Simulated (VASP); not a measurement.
A run of VASP 6.6.1 is set up as follows.

The input INCAR:

```
SYSTEM = N
PREC = Accurate
ENCUT = 520
EDIFF = 1E-7
ISMEAR = 0
SIGMA = 0.02
LREAL = .False.
LASPH = .True.
NELM = 60
ALGO = Normal
ISIF = 2
LWAVE = .False.
LCHARG = .False.
GGA = PE
NBANDS = 12
```

The input KPOINTS:

```
regular mesh
0
Gamma
  1 1 1
  0 0 0
```

File POSCAR:

```
N
1.0
    9.0000000000      0.0000000000      0.0000000000
    0.0000000000      9.5000000000      0.0000000000
    0.0000000000      0.0000000000     10.0000000000
N
2
Direct
    0.5000000000      0.5000000000      0.4448917859
    0.5000000000      0.5000000000      0.5551082141
```

Potentials or basis: VASP PAW PBE potentials, release 64 (N).

Launch:

```bash
$ cat potpaw_PBE.64/N/POTCAR > POTCAR
$ mpirun -np 1 vasp_gam > vasp.out
```

Q: What does it give for the largest force?

A: 1.738 eV/Å.

Q: Estimate the gap between the frontier levels.

A: 8.20 eV.

Forces on the atoms (eV/Å):
```
N    0.000  0.000 -1.738
N    0.000  0.000  1.738
```

Caveat: the standard files for N, O and F lose accuracy on very short bonds.
